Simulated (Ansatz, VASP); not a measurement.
# One calculation of H18C8N4O5, two programs

The input INCAR:

```
SYSTEM = H18C8N4O5
PREC = Accurate
ENCUT = 600
EDIFF = 1E-6
ISMEAR = 0
SIGMA = 0.02
LREAL = Auto
LASPH = .TRUE.
NELM = 60
ALGO = Normal
ISIF = 3
LWAVE = .FALSE.
LCHARG = .FALSE.
GGA = PS
IBRION = 2
NSW = 70
EDIFFG = -0.02
```

KPOINTS

```
Automatic mesh
0
G
  4 4 2
  0 0 0
```

File POSCAR:

```
H18C8N4O5
1.0
    5.1651507032     -2.4438160020      0.0268740403
    5.1651507032      2.4438160020      0.0268740403
   -0.1618683960      0.0000000000     11.4847280838
H C N O
18 8 4 5
Direct
    0.7587838405      0.3313096642      0.7669063638
    0.6686903358      0.2412161595      0.2330936362
    0.9309073073      0.0330017128      0.6021326295
    0.9669982872      0.0690926927      0.3978673705
    0.0876535400      0.1779674681      0.9455043869
    0.8220325319      0.9123464600      0.0544956131
    0.3846766956      0.9277708078      0.8655448593
    0.0722291922      0.6153233044      0.1344551407
    0.1624243865      0.3018550386      0.8276669567
    0.6981449614      0.8375756135      0.1723330433
    0.4337352035      0.8324809124      0.5291327299
    0.1675190876      0.5662647965      0.4708672701
    0.5509871720      0.8518242764      0.6702116343
    0.1481757236      0.4490128280      0.3297883657
    0.2561380374      0.1901036724      0.5967402798
    0.8098963276      0.7438619626      0.4032597202
    0.6339257619      0.4851103135      0.0408175879
    0.5148896865      0.3660742381      0.9591824121
    0.9136270114      0.8955513645      0.8285742675
    0.1044486355      0.0863729886      0.1714257325
    0.9726209426      0.1020928589      0.7794804083
    0.8979071411      0.0273790574      0.2205195917
    0.1193629105      0.9430024447      0.6641308898
    0.0569975553      0.8806370895      0.3358691102
    0.3542362713      0.9545594838      0.6124868126
    0.0454405162      0.6457637287      0.3875131874
    0.0717460078      0.6348077495      0.7730743098
    0.3651922505      0.9282539922      0.2269256902
    0.1645940265      0.1249733117      0.8586237384
    0.8750266883      0.8354059735      0.1413762616
    0.2564532701      0.6289147817      0.6865989776
    0.3710852183      0.7435467299      0.3134010224
    0.7278590595      0.9733457900      0.9112309871
    0.0266542100      0.2721409405      0.0887690129
    0.4479602065      0.5520397935      0.0000000000
```

Input for Ansatz:

```yaml
crystal:
  lattice:
    - [5.1651507032, -2.443816002, 0.0268740403]
    - [5.1651507032, 2.443816002, 0.0268740403]
    - [-0.161868396, 0.0, 11.4847280838]
  atoms:
    - { symbol: H, position: [0.7587838405, 0.3313096642, 0.7669063638] }
    - { symbol: H, position: [0.6686903358, 0.2412161595, 0.2330936362] }
    - { symbol: H, position: [0.9309073073, 0.0330017128, 0.6021326295] }
    - { symbol: H, position: [0.9669982872, 0.0690926927, 0.3978673705] }
    - { symbol: H, position: [0.08765354, 0.1779674681, 0.9455043869] }
    - { symbol: H, position: [0.8220325319, 0.91234646, 0.0544956131] }
    - { symbol: H, position: [0.3846766956, 0.9277708078, 0.8655448593] }
    - { symbol: H, position: [0.0722291922, 0.6153233044, 0.1344551407] }
    - { symbol: H, position: [0.1624243865, 0.3018550386, 0.8276669567] }
    - { symbol: H, position: [0.6981449614, 0.8375756135, 0.1723330433] }
    - { symbol: H, position: [0.4337352035, 0.8324809124, 0.5291327299] }
    - { symbol: H, position: [0.1675190876, 0.5662647965, 0.4708672701] }
    - { symbol: H, position: [0.550987172, 0.8518242764, 0.6702116343] }
    - { symbol: H, position: [0.1481757236, 0.449012828, 0.3297883657] }
    - { symbol: H, position: [0.2561380374, 0.1901036724, 0.5967402798] }
    - { symbol: H, position: [0.8098963276, 0.7438619626, 0.4032597202] }
    - { symbol: H, position: [0.6339257619, 0.4851103135, 0.0408175879] }
    - { symbol: H, position: [0.5148896865, 0.3660742381, 0.9591824121] }
    - { symbol: C, position: [0.9136270114, 0.8955513645, 0.8285742675] }
    - { symbol: C, position: [0.1044486355, 0.0863729886, 0.1714257325] }
    - { symbol: C, position: [0.9726209426, 0.1020928589, 0.7794804083] }
    - { symbol: C, position: [0.8979071411, 0.0273790574, 0.2205195917] }
    - { symbol: C, position: [0.1193629105, 0.9430024447, 0.6641308898] }
    - { symbol: C, position: [0.0569975553, 0.8806370895, 0.3358691102] }
    - { symbol: C, position: [0.3542362713, 0.9545594838, 0.6124868126] }
    - { symbol: C, position: [0.0454405162, 0.6457637287, 0.3875131874] }
    - { symbol: "N", position: [0.0717460078, 0.6348077495, 0.7730743098] }
    - { symbol: "N", position: [0.3651922505, 0.9282539922, 0.2269256902] }
    - { symbol: "N", position: [0.1645940265, 0.1249733117, 0.8586237384] }
    - { symbol: "N", position: [0.8750266883, 0.8354059735, 0.1413762616] }
    - { symbol: O, position: [0.2564532701, 0.6289147817, 0.6865989776] }
    - { symbol: O, position: [0.3710852183, 0.7435467299, 0.3134010224] }
    - { symbol: O, position: [0.7278590595, 0.97334579, 0.9112309871] }
    - { symbol: O, position: [0.02665421, 0.2721409405, 0.0887690129] }
    - { symbol: O, position: [0.4479602065, 0.5520397935, 0.0] }
basis:
  ecutwfc: 420
kpoints:
  mp_grid: { grid: [4, 4, 2] }
hamiltonian:
  xc: pbesol
scf:
  occupations: { method: gaussian, width: 0.02 }
output:
  forces: true
  stress: true
  eigenvalues: true
  write_density: true
  write_potential: true
  elf: true
  volumetric_format: npy
relax:
  adjacent_minimum: "off"
  f_tol: 0.02
  max_steps: 50
  cell: { stress_tol: 0.03 }
```

Alike in both runs: task relaxation of cell and atoms; functional PBEsol; k mesh 4 × 4 × 2; occupations gaussian, width 0.02 eV; no spin polarisation.

|  | VASP | Ansatz |
| --- | --- | --- |
| version | VASP 6.6.1 | Ansatz 0.2.0 |
| potentials or method | VASP PAW PBE potentials, release 64 (H, C, N, O), cutoff 600 eV | scalar-relativistic, plane waves, PAW |
| valence electrons in the cell | 100 | 100 |

|  | VASP | Ansatz | Ansatz less VASP |
| --- | --- | --- | --- |
| gap on the k mesh at the Fermi level, each at its own relaxed structure (eV) | 3.64 | 3.63 | -0.015 |
| relaxed volume (Å³/atom) | 8.12 | 8.35 | +0.223 |
| relaxed length of the cell vector where the two differ most in proportion (Å) | 11.388 | 11.507 | +0.1200 |

VASP's potentials were made for PBE, not for PBEsol.
